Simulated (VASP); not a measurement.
# ZnS in VASP: notebook

Runs on ZnS. Level: PBE. Tasks: single point.

Everything below comes from runs of VASP 6.6.1. Logs are shortened: lines on timing, memory, paths and dates and some standing lists are left out, and cuts for length are marked.

## Step 1: The cell of the first run

The cell holds a slab with vacuum, 8 atoms: a = 3.847 Å, b = 3.847 Å, c = 18.590 Å, α = 90.00°, β = 90.00°, γ = 60.00°.

## Step 2: Single point, PBE (the distance across one plane changed)

Contents of INCAR:

```
  ALGO = Normal
  EDIFF = 1E-7
  ENCUT = 520
  GGA = PE
  ISIF = 2
  ISMEAR = 0
  LASPH = T
  LCHARG = T
  LELF = T
  LREAL = F
  LVHAR = T
  LWAVE = F
  NBANDS = 46
  NELM = 60
  PREC = Accurate
  SIGMA = 0.05
```

Contents of KPOINTS:

```
k-points
0
Gamma
  8 8 2
```

Contents of POSCAR:

```
ZnS
1.0
   -3.8467234434      0.0000000000      0.0000000000
   -1.9233617217     -3.3313602233      0.0000000000
    0.0000000000      0.0000000000     18.5902250239
Zn S
4 4
Direct
    0.0000000000      0.0000000000      0.4444453754
    0.0000000000      0.0000000000      0.1058205065
    0.3333333333      0.3333333333      0.6137403143
    0.6666666667      0.6666666667      0.2751154454
    0.0000000000      0.0000000000      0.5712531767
    0.0000000000      1.0000000000      0.2326283078
    0.3333333333      0.3333333333      0.0635500282
    0.6666666667      0.6666666667      0.4021748971
```

Potentials or basis: VASP PAW PBE potentials, release 64 (Zn, S).

Run with:

```sh
cat potpaw_PBE.64/Zn/POTCAR potpaw_PBE.64/S/POTCAR > POTCAR
mpirun -np 1 vasp_std > vasp.out
```

OUTCAR:

```text
EDIFF = 1E-7
   ENCUT = 520
   GGA = PE
   ISIF = 2
   ISMEAR = 0
   LASPH = T
   LREAL = F
   NELM = 60
   PREC = Accurate

 ion  position               nearest neighbor table
   1  0.000  0.000  0.444-   8 2.36   8 2.36   8 2.36   5 2.36
   2  0.000  0.000  0.106-   7 2.36   7 2.36   7 2.36   6 2.36
   3  0.333  0.333  0.614-   5 2.36   5 2.36   5 2.36
   4  0.667  0.667  0.275-   6 2.36   6 2.36   6 2.36   8 2.36
   5  0.000  0.000  0.571-   3 2.36   3 2.36   3 2.36   1 2.36
   6  0.000  0.000  0.233-   4 2.36   4 2.36   4 2.36   2 2.36
   7  0.333  0.333  0.064-   2 2.36   2 2.36   2 2.36
   8  0.667  0.667  0.402-   1 2.36   1 2.36   1 2.36   4 2.36

  LATTYP: Found a hexagonal cell.
 ALAT       =     3.8467234434
 C/A-ratio  =     4.8327427998

  Lattice vectors:

 A1 = (   1.9233617217,   3.3313602233,   0.0000000000)
 A2 = (  -3.8467234434,   0.0000000000,   0.0000000000)
 A3 = (   0.0000000000,   0.0000000000,  18.5902250239)

Analysis of symmetry for initial positions (statically):
=====================================================================
 Subroutine PRICEL returns:
 Original cell was already a primitive cell.

 Routine SETGRP: Setting up the symmetry group for a
 hexagonal supercell.

 Subroutine GETGRP returns: Found  6 space group operations
 (whereof  6 operations were pure point group operations)
 out of a pool of 24 trial point group operations.

The static configuration has the point symmetry C_3v.

Analysis of symmetry for dynamics (positions and initial velocities):
=====================================================================
 Subroutine PRICEL returns:
 Original cell was already a primitive cell.

 Routine SETGRP: Setting up the symmetry group for a
 hexagonal supercell.

 Subroutine GETGRP returns: Found  6 space group operations
 (whereof  6 operations were pure point group operations)
 out of a pool of 24 trial point group operations.

The dynamic configuration has the point symmetry C_3v.

 Subroutine INISYM returns: Found  6 space group operations
 (whereof  6 operations are pure point group operations),
 and found     1 'primitive' translations

----------------------------------------------------------------------------------------

                                     Primitive cell

  volume of cell :     238.2304

  direct lattice vectors                    reciprocal lattice vectors
    -3.846723443  0.000000000  0.000000000    -0.259961501  0.150088843  0.000000000
    -1.923361722 -3.331360223  0.000000000     0.000000000 -0.300177685  0.000000000
     0.000000000  0.000000000 18.590225024     0.000000000  0.000000000  0.053791710

  length of vectors
     3.846723443  3.846723443 18.590225024     0.300177685  0.300177685  0.053791710

  position of ions in fractional coordinates (direct lattice)
     0.000000000  0.000000000  0.444445375
     0.000000000  0.000000000  0.105820507
     0.333333333  0.333333333  0.613740314
     0.666666667  0.666666667  0.275115445
     0.000000000  0.000000000  0.571253177
     0.000000000  0.000000000  0.232628308
     0.333333333  0.333333333  0.063550028
     0.666666667  0.666666667  0.402174897

  ion indices of the primitive-cell ions
   primitive index   ion index
                 1           1
                 2           2
                 3           3
                 4           4
                 5           5
                 6           6
                 7           7
                 8           8

----------------------------------------------------------------------------------------

 KPOINTS: k-points

Automatic generation of k-mesh.
 Grid dimensions read from file:
 generate k-points for:    8    8    2

 Generating k-lattice:

  Cartesian coordinates                     Fractional coordinates (reciprocal lattice)
    -0.032495188  0.018761105  0.000000000     0.125000000  0.000000000  0.000000000
     0.000000000 -0.037522211  0.000000000     0.000000000  0.125000000  0.000000000
     0.000000000  0.000000000  0.026895855     0.000000000  0.000000000  0.500000000

  Length of vectors
     0.037522211  0.037522211  0.026895855

  Shift w.r.t. Gamma in fractional coordinates (k-lattice)
     0.000000000  0.000000000  0.000000000

 Subroutine IBZKPT returns following result:
 ===========================================

 Found     20 irreducible k-points:

 Following reciprocal coordinates:
            Coordinates               Weight
  0.000000  0.000000  0.000000      1.000000
  0.125000 -0.000000  0.000000      6.000000
  0.250000 -0.000000  0.000000      6.000000
  0.375000  0.000000  0.000000      6.000000
  0.500000 -0.000000  0.000000      3.000000
  0.250000  0.125000  0.000000      6.000000
[... 12 lines left out ...]
  0.500000  0.250000  0.500000      6.000000
 -0.375000  0.250000  0.500000      6.000000
   k-points           NKPTS =     20   k-points in BZ     NKDIM =     20   number of bands    NBANDS=     46
   number of dos      NEDOS =    301   number of ions     NIONS =      8
   total plane-waves  NPLWV = 126000
   dimension x,y,z NGX =    30 NGY =   30 NGZ =  140
   dimension x,y,z NGXF=    60 NGYF=   60 NGZF=  280
   ions per type =               4   4
   NGX,Y,Z   is equivalent  to a cutoff of  12.97, 12.97, 12.52 a.u.
   NGXF,Y,Z  is equivalent  to a cutoff of  25.93, 25.93, 25.04 a.u.
 SYSTEM =  unknown system
   PREC   = accura    normal or accurate (medium, high low for compatibility)
   ISTART =      0    job   : 0-new  1-cont  2-samecut
   ICHARG =      2    charge: 1-file 2-atom 10-const
   ISPIN  =      1    spin polarized calculation?
   LNONCOLLINEAR =      F non collinear calculations
   LSORBIT =      F    spin-orbit coupling
   LASPH  =      T    aspherical Exc in radial PAW
   ENCUT  =  520.0 eV  38.22 Ry    6.18 a.u.   7.15  7.15 34.57*2*pi/ulx,y,z
   NELM   =     60;   NELMIN=  2; NELMDL= -5     # of ELM steps
   EDIFF  = 0.1E-06   stopping-criterion for ELM
   LREAL  =      F    real-space projection
   EDIFFG = 0.1E-05   stopping-criterion for IOM
   NSW    =      0    number of steps for IOM
   IBRION =     -1    ionic relax: 0-MD 1-quasi-New 2-CG
   NFREE  =      0    steps in history (QN), initial steepest desc. (CG)
   ISIF   =      2    stress and relaxation
   ISYM   =      2    0-nonsym 1-usesym 2-fastsym
   POTIM  = 0.5000    time-step for ionic-motion
   TEBEG  =    0.0;   TEEND  =   0.0 temperature during run
   PSTRESS=    0.0 pullay stress
   NELECT =      72.0000    total number of electrons
   NUPDOWN=      -1.0000    fix difference up-down
   EMIN   =  10.00;   EMAX   =-10.00  energy-range for DOS
   EFERMI =   0.00;   METHOD = LEGACY
   ISMEAR =     0;   SIGMA  =   0.05  broadening in eV -4-tet -1-fermi 0-gaus
   EFERMI_NEDOS =   21; number of points for ismear=-14 and -15
   IALGO  =     38    algorithm
   IMIX   =      4    mixing-type and parameters
     AMIX     =   0.40;   BMIX     =  1.00
     AMIX_MAG =   1.60;   BMIX_MAG =  1.00
  volume/ion in A,a.u.               =      29.78       200.96
  Fermi-wavevector in a.u.,A,eV,Ry     =   1.098635  2.076118 16.422204  1.206998
  Thomas-Fermi vector in A             =   2.235015
   LORBIT       =      0    0 simple, 1 ext, 2 COOP (PROOUT), +10 PAW based schemes
   GGA     = PE    functional components
   LHFCALC =     F    Hartree Fock is set to
   AEXX    =    0.0000 exact exchange contribution
   IVDW    =     0    specifies the selected vdW correction
   LEPSILON=     F    determine dielectric tensor
   LRPA    =     F    only Hartree local field effects (RPA)
 non-spin polarized calculation
 Gauss-broadening in eV      SIGMA  =   0.05
  energy-cutoff  :      520.00
  volume of cell :      238.23
 maximum number of plane-waves:      6453
 NGX is ok and might be reduce to    30
   NGX = 15   NGY = 15   NGZ = 69

 number of electron      72.0000041 magnetization

 Free energy of the ion-electron system (eV)
  ---------------------------------------------------
  ext. energy  EPLUGINS =         0.00000000
  ---------------------------------------------------
  free energy    TOTEN  =       -25.41654896 eV

  energy without entropy =      -25.41278462  energy(sigma->0) =      -25.41466679

 E-fermi :   0.3791     XC(G=0):  -7.1341

 val. band max:        0.3345815239   @ k =   0.1250  -0.0000   0.5000
 cond. band min:       0.4170961353   @ k =   0.2500  -0.0000   0.0000
 fundamental gap:      0.0825146114
 Fermi energy:         0.3790905134

 k-point     1 :       0.0000    0.0000    0.0000
  band No.  band energies     occupation
      1     -14.7016      2.00000
      2     -13.5865      2.00000
      3     -12.4608      2.00000
      4     -11.1177      2.00000
      5      -8.3529      2.00000
      6      -8.3529      2.00000
[... 38 lines left out ...]
     45       5.6182      0.00000
     46       5.6186      0.00000

 k-point     2 :       0.1250   -0.0000    0.0000
  band No.  band energies     occupation
      1     -14.6174      2.00000
      2     -13.5056      2.00000
      3     -12.3802      2.00000
      4     -11.0369      2.00000
      5      -8.3500      2.00000
      6      -8.3304      2.00000
[... 38 lines left out ...]
     45       5.3651      0.00000
     46       5.6722      0.00000

 k-point     3 :       0.2500   -0.0000    0.0000
  band No.  band energies     occupation
      1     -14.4011      2.00000
      2     -13.2986      2.00000
      3     -12.1746      2.00000
      4     -10.8306      2.00000
      5      -8.3272      2.00000
      6      -8.2789      2.00000
[... 38 lines left out ...]
     45       5.8103      0.00000
     46       5.8530      0.00000

 k-point     4 :       0.3750    0.0000    0.0000
  band No.  band energies     occupation
      1     -14.1627      2.00000
      2     -13.0727      2.00000
      3     -11.9503      2.00000
      4     -10.6062      2.00000
      5      -8.2870      2.00000
      6      -8.2349      2.00000
[... 724 lines left out ...]
     45       6.0576      0.00000
     46       6.3394      0.00000

 k-point    19 :       0.5000    0.2500    0.5000
  band No.  band energies     occupation
      1     -14.0621      2.00000
      2     -12.9772      2.00000
      3     -11.8560      2.00000
      4     -10.5116      2.00000
      5      -8.2573      2.00000
      6      -8.1391      2.00000
[... 38 lines left out ...]
     45       6.1549      0.00000
     46       6.4887      0.00000

 k-point    20 :      -0.3750    0.2500    0.5000
  band No.  band energies     occupation
      1     -13.9867      2.00000
      2     -12.9061      2.00000
      3     -11.7858      2.00000
      4     -10.4414      2.00000
      5      -8.2537      2.00000
      6      -8.1116      2.00000
[... 38 lines left out ...]
     45       6.4047      0.00000
     46       6.7076      0.00000

------------------------ aborting loop because EDIFF is reached ----------------------------------------

  FORCE on cell =-STRESS in cart. coord.  units (eV):
  Direction    XX          YY          ZZ          XY          YZ          ZX
  --------------------------------------------------------------------------------------
  -------------------------------------------------------------------------------------
  Total       -1.4602539     -1.4602539      1.8995576      0.0000000     -0.0000000      0.0000000
  in kB       -9.8206846     -9.8206846     12.7751449      0.0000000     -0.0000000      0.0000000
  external PRESSURE =      -2.2887414 kB  Pullay stress =       0.0000000 kB

 VOLUME and BASIS-vectors are now :
 -----------------------------------------------------------------------------
  energy-cutoff  :      520.00
  volume of cell :      238.23
      direct lattice vectors                 reciprocal lattice vectors
    -3.846723443  0.000000000  0.000000000    -0.259961501  0.150088843  0.000000000
    -1.923361722 -3.331360223  0.000000000     0.000000000 -0.300177685  0.000000000
     0.000000000  0.000000000 18.590225024     0.000000000  0.000000000  0.053791710

 POSITION                                       TOTAL-FORCE (eV/Angst)
 -----------------------------------------------------------------------------------
      0.00000      0.00000      8.26234         0.000000      0.000000     -0.732108
      0.00000      0.00000      1.96723         0.000000     -0.000000     -0.604221
     -1.92336     -1.11045     11.40957        -0.000000     -0.000000     -0.605559
     -3.84672     -2.22091      5.11446        -0.000000      0.000000     -0.719724
      0.00000      0.00000     10.61973         0.000000      0.000000      1.081688
      0.00000      0.00000      4.32461        -0.000000      0.000000      0.784404
     -1.92336     -1.11045      1.18141         0.000000     -0.000000      0.104915
     -3.84672     -2.22091      7.47652        -0.000000     -0.000000      0.690604
 -----------------------------------------------------------------------------------
    total drift:                               -0.000000     -0.000000      0.000797

  FREE ENERGIE OF THE ION-ELECTRON SYSTEM (eV)
  ---------------------------------------------------
  free  energy   TOTEN  =       -25.4165489601 eV

  energy  without entropy=      -25.4127846161  energy(sigma->0) =      -25.41466679
```

It took 5.5 min on 1 thread of AMD EPYC 9R45 (Zen 5), shared host; peak memory 0.4 GiB.

What came out:

```
Free energy            : -25.4165 eV
Largest force          : 1.082 eV/Å
Band gap on the k mesh : zero (bands 36 and 37 overlap by 0.39 eV)
```

Forces in eV/Å, atoms in the order of the input:
```
Zn   0.000  0.000 -0.732
Zn   0.000  0.000 -0.604
Zn   0.000  0.000 -0.606
Zn   0.000  0.000 -0.720
S    0.000  0.000  1.082
S    0.000  0.000  0.784
S    0.000  0.000  0.105
S    0.000  0.000  0.691
```

Caveat: the cell differs from its parent crystal (the distance across one plane changed).

## Step 3: Single point, PBE (the distance across one plane changed)

Contents of INCAR:

```
ALGO     = Normal         # electronic algorithm
EDIFF    = 1E-6           # SCF threshold, eV
ENCUT    = 520            # plane-wave cutoff, eV
GGA      = PE             # functional
ISIF     = 2              # what is computed and relaxed
ISMEAR   = 0              # smearing method
LASPH    = T              # aspherical terms in the spheres
LCHARG   = T              # write CHGCAR
LELF     = T              # ELF
LREAL    = F              # projectors in reciprocal space
LVHAR    = T            
LWAVE    = F              # write WAVECAR
NBANDS   = 46             # bands
NELM     = 80             # most SCF steps
PREC     = Accurate       # precision mode
SIGMA    = 0.05           # smearing width, eV
```

KPOINTS is that of step 2.

Contents of POSCAR:

```
ZnS
1.0
   -3.8467234434      0.0000000000      0.0000000000
   -1.9233617217     -3.3313602233      0.0000000000
    0.0000000000      0.0000000000     12.2902250239
Zn S
4 4
Direct
    0.0000000000      0.0000000000      0.6722691833
    0.0000000000      0.0000000000      0.1600643620
    0.3333333333      0.3333333333      0.9283451302
    0.6666666667      0.6666666667      0.4161403089
    0.0000000000      0.0000000000      0.8640789798
    0.0000000000      1.0000000000      0.3518741586
    0.3333333333      0.3333333333      0.0961259311
    0.6666666667      0.6666666667      0.6083307524
```

Potentials or basis: VASP PAW PBE potentials, release 64 (Zn, S).

Run with:

```sh
cat potpaw_PBE.64/Zn/POTCAR potpaw_PBE.64/S/POTCAR > POTCAR
mpirun -np 1 vasp_std > vasp.out
```

Wall time 1.8 min (1 thread of AMD EPYC 9R45 (Zen 5), shared host); peak memory 0.3 GiB.

It converged, with:

```yaml
Free_energy: -26.9745 eV
Pressure: 3.0 GPa
Largest_force: 3.286 eV/Å
Band_gap_on_the_k_mesh: 2.07 eV
```

Forces in eV/Å, atoms in the order of the input:
```
Zn   0.000  0.000  0.112
Zn   0.000  0.000  0.253
Zn   0.000  0.000 -2.985
Zn   0.000  0.000  0.116
S    0.000  0.000 -0.552
S    0.000  0.000 -0.112
S    0.000  0.000  3.286
S    0.000  0.000 -0.118
```

Stress tensor (GPa, compression positive):
```
0.70 0.00 0.00
0.00 0.70 0.00
0.00 0.00 7.68
```

Levels at points of the mesh, in eV from the valence-band top:
```tsv
k point	band 32	band 33	band 34	band 35	band 36	band 37	band 38	band 39	band 40	band 41
(0.00, 0.00, 0.00)	-0.45	-0.45	-0.03	0.00	0.00	2.07	2.98	3.33	3.59	6.08
(0.50, 0.00, 0.00)	-1.76	-1.54	-1.50	-1.11	-0.82	3.15	3.32	3.71	4.28	4.95
(0.00, 0.00, 0.50)	-0.77	-0.28	-0.28	-0.07	-0.07	2.79	2.91	3.16	3.36	6.10
(0.50, 0.00, 0.50)	-2.00	-1.67	-1.37	-1.21	-0.97	3.36	3.67	3.95	4.10	4.61
```

Caveat: the cell differs from its parent crystal (the distance across one plane changed); the cell stands under pressure; forces of over 1 eV/Å act on the atoms, so gaps and moduli don't describe the material at rest.

(Part 1 of 2 ends here.)
